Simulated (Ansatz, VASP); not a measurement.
Two plane-wave programs on KF

INCAR

```
SYSTEM = KF
PREC = Accurate
ENCUT = 520
EDIFF = 1E-6
ISMEAR = 0
SIGMA = 0.05
LREAL = .FALSE.
LASPH = .TRUE.
NELM = 100
ALGO = Normal
ISIF = 2
LWAVE = .FALSE.
LCHARG = .TRUE.
GGA = PE
LELF = .TRUE.
LVHAR = .TRUE.
NBANDS = 15
```

KPOINTS

```
Automatic mesh
0
G
  8 8 8
  0 0 0
```

Contents of POSCAR:

```
KF
1.0
    0.0573341186      2.6954070600      2.6954070600
    2.6954070600      0.0573341186      2.6954070600
    2.6954070600      2.6954070600      0.0573341186
K F
1 1
Direct
    0.0000000000      0.0000000000      0.0000000000
    0.5000000000      0.5000000000      0.5000000000
```

Input for Ansatz:

```yaml
crystal:
  lattice:
    - [0.0573341186, 2.69540706, 2.69540706]
    - [2.69540706, 0.0573341186, 2.69540706]
    - [2.69540706, 2.69540706, 0.0573341186]
  atoms:
    - { symbol: K, position: [0.0, 0.0, 0.0] }
    - { symbol: F, position: [0.5, 0.5, 0.5] }
basis:
  ecutwfc: 520.0
kpoints:
  mp_grid: { grid: [8, 8, 8] }
hamiltonian:
  xc: pbe
scf:
  occupations: { method: gaussian, width: 0.05 }
output:
  forces: true
  stress: true
  eigenvalues: true
```

Alike in both runs: task single point; functional PBE; k mesh 8 × 8 × 8; occupations gaussian, width 0.05 eV; no spin polarisation.

|  | VASP | Ansatz |
| --- | --- | --- |
| version | VASP 6.6.1 | Ansatz 0.2.0 |
| potentials or method | VASP PAW PBE potentials, release 64 (K_sv, F), cutoff 520 eV | scalar-relativistic, plane waves, PAW |
| valence electrons in the cell | 16 | 16 |

|  | VASP | Ansatz | Ansatz less VASP |
| --- | --- | --- | --- |
| gap on the k mesh at the Fermi level (eV) | 6.18 | 6.20 | +0.016 |
| least direct gap on the mesh (eV) | 6.18 | 6.20 | +0.016 |
| pressure (GPa) | 1.6 | 1.6 | -0.04 |
| traceless stress, the component that is largest in VASP (GPa) | -0.30 | -0.30 | -0.004 |
